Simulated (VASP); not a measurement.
# TiAl (P4/mmm) in VASP: further runs

TiAl is run at these levels: PBE; tasks: relaxation of cell and atoms, single point.

Program: VASP 6.6.1. These are calculated values, not measurements. Logs are shortened: lines on timing, memory, paths and dates and some standing lists are left out, and cuts for length are marked.

### Step 1. The cell of the first run

Symmetry: P4/mmm, No. 123, tetragonal system. The conventional cell has a = 2.840 Å, b = 2.840 Å, c = 4.104 Å, α = 90.00°, β = 90.00°, γ = 90.00°. Within 3.7 Å of Ti (site symmetry 4/mmm) lie 4 Ti at 2.84 Å and 8 Al at 2.87 Å. Al (site symmetry 4/mmm) has 4 Al at 2.84 Å and 8 Ti at 2.87 Å within 3.7 Å.

### Step 2. Relaxation of cell and atoms, PBE, target pressure -2 GPa, at which the enthalpy is minimised

The input, INCAR:

```
ALGO     = Fast           # electronic algorithm
EDIFF    = 1E-6           # SCF threshold, eV
EDIFFG   = -0.008         # ionic threshold
ENCUT    = 600            # plane-wave cutoff, eV
GGA      = PE             # functional
IBRION   = 2              # ionic algorithm
ISIF     = 3              # what is computed and relaxed
ISMEAR   = 0              # smearing method
LASPH    = True           # aspherical terms in the spheres
LCHARG   = False          # write CHGCAR
LREAL    = False          # projectors in reciprocal space
LWAVE    = False          # write WAVECAR
NELM     = 80             # most SCF steps
NSW      = 70             # ionic steps
PREC     = Accurate       # precision mode
PSTRESS  = -20.0        
SIGMA    = 0.1            # smearing width, eV
```

The input, KPOINTS:

```
k-points
0
Gamma
  14 14 10
```

The input, POSCAR:

```
TiAl
1.0
    2.8397240581      0.0000000000      0.0000000000
    0.0000000000      2.8397240581      0.0000000000
    0.0000000000      0.0000000000      4.1044110405
Ti Al
1 1
Direct
    0.5000000000      0.5000000000      0.5000000000
    0.0000000000      0.0000000000      0.0000000000
```

Potentials or basis: VASP PAW PBE potentials, release 64 (Ti_sv, Al).

Started as:

```
cat potpaw_PBE.64/Ti_sv/POTCAR potpaw_PBE.64/Al/POTCAR > POTCAR
mpirun -np 1 vasp_std > vasp.out
```

OUTCAR:

```text
EDIFF = 1E-6
   EDIFFG = -0.008
   ENCUT = 600
   GGA = PE
   IBRION = 2
   ISIF = 3
   ISMEAR = 0
   LASPH = True
   LREAL = False
   NELM = 80
   NSW = 70
   PREC = Accurate
   PSTRESS = -20.0

 ion  position               nearest neighbor table
   1  0.500  0.500  0.500-   2 2.87   2 2.87   2 2.87   2 2.87   2 2.87   2 2.87   2 2.87   2 2.87

   2  0.000  0.000  0.000-   1 2.87   1 2.87   1 2.87   1 2.87   1 2.87   1 2.87   1 2.87   1 2.87

  LATTYP: Found a simple tetragonal cell.
 ALAT       =     2.8397240581
 C/A-ratio  =     1.4453555897

  Lattice vectors:

 A1 = (   2.8397240581,   0.0000000000,   0.0000000000)
 A2 = (   0.0000000000,   2.8397240581,   0.0000000000)
 A3 = (   0.0000000000,   0.0000000000,   4.1044110405)

Analysis of symmetry for initial positions (statically):
=====================================================================
 Subroutine PRICEL returns:
 Original cell was already a primitive cell.

 Routine SETGRP: Setting up the symmetry group for a
 simple tetragonal supercell.

 Subroutine GETGRP returns: Found 16 space group operations
 (whereof 16 operations were pure point group operations)
 out of a pool of 16 trial point group operations.

The static configuration has the point symmetry D_4h.

Analysis of symmetry for dynamics (positions and initial velocities):
=====================================================================
 Subroutine PRICEL returns:
 Original cell was already a primitive cell.

 Routine SETGRP: Setting up the symmetry group for a
 simple tetragonal supercell.

 Subroutine GETGRP returns: Found 16 space group operations
 (whereof 16 operations were pure point group operations)
 out of a pool of 16 trial point group operations.

The dynamic configuration has the point symmetry D_4h.

 Subroutine INISYM returns: Found 16 space group operations
 (whereof 16 operations are pure point group operations),
 and found     1 'primitive' translations

----------------------------------------------------------------------------------------

                                     Primitive cell

  volume of cell :      33.0981

  direct lattice vectors                    reciprocal lattice vectors
     2.839724058  0.000000000  0.000000000     0.352146892  0.000000000  0.000000000
     0.000000000  2.839724058  0.000000000     0.000000000  0.352146892  0.000000000
     0.000000000  0.000000000  4.104411040     0.000000000  0.000000000  0.243640315
[... 102 lines left out ...]
   IMIX   =      4    mixing-type and parameters
     AMIX     =   0.40;   BMIX     =  1.00
     AMIX_MAG =   1.60;   BMIX_MAG =  1.00
  volume/ion in A,a.u.               =      16.55       111.68
  Fermi-wavevector in a.u.,A,eV,Ry     =   1.257489  2.376310 21.514603  1.581279
  Thomas-Fermi vector in A             =   2.391145
   LORBIT       =      0    0 simple, 1 ext, 2 COOP (PROOUT), +10 PAW based schemes
   GGA     = PE    functional components
   LHFCALC =     F    Hartree Fock is set to
   AEXX    =    0.0000 exact exchange contribution
   IVDW    =     0    specifies the selected vdW correction
   LEPSILON=     F    determine dielectric tensor
   LRPA    =     F    only Hartree local field effects (RPA)
 conjugate gradient relaxation of ions
 non-spin polarized calculation
 RMM-DIIS sequential band-by-band and
 Gauss-broadening in eV      SIGMA  =   0.10
  energy-cutoff  :      600.00
  volume of cell :       33.10
 maximum number of plane-waves:      1136
 NGX is ok and might be reduce to    24

--------------------------------------- Ionic step        1  -------------------------------------------

 number of electron      15.0000000 magnetization

 Free energy of the ion-electron system (eV)
  ---------------------------------------------------
  ext. energy  EPLUGINS =         0.00000000
  ---------------------------------------------------
  free energy    TOTEN  =       -12.39140905 eV

  energy without entropy =      -12.38263573  energy(sigma->0) =      -12.38702239

------------------------ aborting loop because EDIFF is reached ----------------------------------------

  FORCE on cell =-STRESS in cart. coord.  units (eV):
  Direction    XX          YY          ZZ          XY          YZ          ZX
  --------------------------------------------------------------------------------------
  -------------------------------------------------------------------------------------
  Total       -0.4478711     -0.4478711     -0.4426107      0.0000000      0.0000000      0.0000000
  in kB      -21.6800615    -21.6800615    -21.4254219      0.0000000      0.0000000      0.0000000
  external PRESSURE =      -1.5951816 kB  Pullay stress =     -20.0000000 kB
[... 63 lines left out ...]
--------------------------------------- Ionic step        3  -------------------------------------------

 number of electron      15.0000000 magnetization

 Free energy of the ion-electron system (eV)
  ---------------------------------------------------
  ext. energy  EPLUGINS =         0.00000000
  ---------------------------------------------------
  free energy    TOTEN  =       -12.39212119 eV

  energy without entropy =      -12.38337065  energy(sigma->0) =      -12.38774592

 E-fermi :   8.1469     XC(G=0): -10.9583

 val. band max:        8.1415372949   @ k =   0.2143   0.1429   0.5000
 cond. band min:       8.1716487202   @ k =   0.3571   0.1429   0.2000
 fundamental gap:      0.0301114253
 Fermi energy:         8.1469368377

 k-point     1 :       0.0000    0.0000    0.0000
  band No.  band energies     occupation
      1     -48.5328      2.00000
      2     -24.9271      2.00000
      3     -24.4944      2.00000
      4     -24.4944      2.00000
      5      -0.8231      2.00000
      6       6.2997      2.00000
      7       7.3197      2.00000
      8       7.7220      2.00000
      9      10.2493      0.00000
     10      10.2493      0.00000
     11      11.3707      0.00000
[... 309 lines left out ...]
 k-point    24 :       0.3571    0.2143    0.0000
  band No.  band energies     occupation
      1     -48.4683      2.00000
      2     -24.8633      2.00000
      3     -24.8392      2.00000
      4     -24.6325      2.00000
      5       2.3199      2.00000
      6       6.4211      2.00000
      7       7.0707      2.00000
      8       8.1186      1.31180
      9       9.0854      0.00000
     10       9.4593      0.00000
     11      11.6495      0.00000

 [... further k-points ...]

------------------------ aborting loop because EDIFF is reached ----------------------------------------

  FORCE on cell =-STRESS in cart. coord.  units (eV):
  Direction    XX          YY          ZZ          XY          YZ          ZX
  --------------------------------------------------------------------------------------
  -------------------------------------------------------------------------------------
  Total       -0.3977935     -0.3977935     -0.3990644      0.0000000      0.0000000      0.0000000
  in kB      -19.2877337    -19.2877337    -19.3493568      0.0000000      0.0000000      0.0000000
  external PRESSURE =       0.6917252 kB  Pullay stress =     -20.0000000 kB
[... 21 lines left out ...]
  energy  without entropy=      -12.3833706527  energy(sigma->0) =      -12.38774592

  enthalpy is  TOTEN    =       -12.8046045950 eV   P V=       -0.4124834088

 reached required accuracy - stopping structural energy minimisation
```

OSZICAR:

```text
N       E                     dE             d eps       ncg     rms          rms(c)
DAV:   1     0.106660700400E+03    0.10666E+03   -0.81963E+03  4752   0.151E+03
DAV:   2    -0.355537483877E+01   -0.11022E+03   -0.10744E+03  4811   0.360E+02
[... 46 lines left out ...]
       N       E                     dE             d eps       ncg     rms          rms(c)
DAV:   1    -0.123922443976E+02    0.17008E-03   -0.25337E-03  5689   0.761E-01    0.966E-02
RMM:   2    -0.123921201035E+02    0.12429E-03   -0.79205E-04  5422   0.331E-01    0.266E-02
RMM:   3    -0.123921155658E+02    0.45377E-05   -0.11888E-04  6062   0.974E-02    0.844E-03
RMM:   4    -0.123921177592E+02   -0.21934E-05   -0.52717E-05  5182   0.493E-02    0.390E-03
RMM:   5    -0.123921203050E+02   -0.25458E-05   -0.21012E-05  4869   0.274E-02    0.604E-03
RMM:   6    -0.123921211862E+02   -0.88125E-06   -0.67535E-06  4056   0.182E-02
   3 F= -.12804605E+02 E0= -.12800229E+02  d E =-.314774E-04
```

CONTCAR:

```text
TiAl
   1.00000000000000
     2.8380807713525846    0.0000000000000000    0.0000000000000000
     0.0000000000000000    2.8380807713525846    0.0000000000000000
     0.0000000000000000    0.0000000000000000    4.1023958955183408
  Ti              Al
     1     1
Direct
     0.5000000000000000    0.5000000000000000    0.5000000000000000
     0.0000000000000000    0.0000000000000000    0.0000000000000000

  0.00000000E+00  0.00000000E+00  0.00000000E+00
  0.00000000E+00  0.00000000E+00  0.00000000E+00
```

Wall time 5.5 min (1 thread of Intel Xeon 8259CL, shared host); peak memory 0.25 GiB.

Results:

```yaml
Free_energy: -12.3921 eV
Relaxed_volume: 16.52 Å³/atom
Relaxed_cell: a = 2.838 Å, b = 2.838 Å, c = 4.102 Å, α = 90.00°, β = 90.00°, γ = 90.00°
Space_group_after_relaxing_to_0.1_Å: P4/mmm (No. 123)
Energy_change_on_relaxing_the_run_minimises_the_enthalpy: -0.4 meV/atom
Ionic_steps: 3
Pressure_after_relaxing: -1.9 GPa
Band_gap_on_the_k_mesh: zero (an odd number of electrons rules out a gap without spin polarisation)
```

The path:
```tsv
step	energy change (eV)	largest force (eV/Å)	pressure (GPa)	volume (Å³)
1	0.0000	0.0000	-2.16	33.10
2	-0.0010	0.0000	-1.93	33.02
3	-0.0007	0.0000	-1.93	33.04
```

Final structure:
```cif
data_structure
_symmetry_space_group_name_H-M 'P 1'
_symmetry_Int_Tables_number 1
_cell_length_a 2.8381
_cell_length_b 2.8381
_cell_length_c 4.1024
_cell_angle_alpha 90.000
_cell_angle_beta 90.000
_cell_angle_gamma 90.000
_cell_volume 33.04
loop_
_atom_site_label
_atom_site_type_symbol
_atom_site_fract_x
_atom_site_fract_y
_atom_site_fract_z
_atom_site_occupancy
Ti1 Ti 0.50000 0.50000 0.50000 1
Al1 Al 0.00000 0.00000 0.00000 1
```

Caveat: the cell is relaxed towards a set pressure, so the run minimises the enthalpy, not the energy.

### Step 3. Single point, PBE

This run uses another cell than the first one: it holds 16 atoms, not 2.

The input, INCAR:

```
ALGO = Fast ; EDIFF = 1E-6
ENCUT = 520 ; GGA = PE
ISIF = 2 ; ISMEAR = 0
LASPH = T ; LCHARG = T
LELF = T ; LREAL = Auto
LVHAR = T ; LWAVE = F
NBANDS = 74 ; NELM = 100
PREC = Accurate ; SIGMA = 0.1
```

The input, KPOINTS:

```
k-points
0
Gamma
  5 5 5
```

The input, POSCAR:

```
TiAl
1.0
    0.0000000000     -5.6432814777      4.0782742132
   -5.6432814777      0.0000000000     -4.0782742132
    5.6432814777      0.0000000000     -4.0782742132
Ti Al
8 8
Direct
    0.2500000000      0.0000000000      0.7500000000
    0.7500000000      0.2500000000      0.0000000000
    0.2500000000      0.2500000000      0.5000000000
    0.2500000000      0.7500000000      0.0000000000
    0.7500000000      0.0000000000      0.2500000000
    0.7500000000      0.5000000000      0.7500000000
    0.2500000000      0.5000000000      0.2500000000
    0.7500000000      0.7500000000      0.5000000000
    0.0000000000      0.0000000000      0.0000000000
    0.5000000000      0.2500000000      0.2500000000
    0.0000000000      0.2500000000      0.7500000000
    0.0000000000      0.7500000000      0.2500000000
    0.5000000000      0.0000000000      0.5000000000
    0.5000000000      0.5000000000      0.0000000000
    0.0000000000      0.5000000000      0.5000000000
    0.5000000000      0.7500000000      0.7500000000
```

Potentials or basis: VASP PAW PBE potentials, release 64 (Ti_sv, Al).

Started as:

```
cat potpaw_PBE.64/Ti_sv/POTCAR potpaw_PBE.64/Al/POTCAR > POTCAR
mpirun -np 1 vasp_std > vasp.out
```

Wall time 46 min (1 thread of Intel Xeon Platinum 8259CL at 2.50GHz (Skylake/Cascade Lake), shared host); peak memory 0.51 GiB.

It converged, with:

```
Free energy            : -99.1837 eV
Pressure               : -0.1 GPa
Band gap on the k mesh : zero (bands 60 and 61 overlap by 0.37 eV)
```

Stress tensor (GPa, compression positive):
```
-0.05  0.00  0.00
 0.00 -0.05  0.00
 0.00  0.00 -0.15
```

Levels at points of the mesh, in eV from the Fermi level:
| k point | band 57 | band 58 | band 59 | band 60 | band 61 | band 62 | band 63 | band 64 |
| --- | --- | --- | --- | --- | --- | --- | --- | --- |
| (0.00, 0.00, 0.00) | -0.40 | -0.40 | -0.26 | -0.26 | -0.22 | -0.22 | 0.66 | 0.66 |

(Continued in part 2 of 2.)
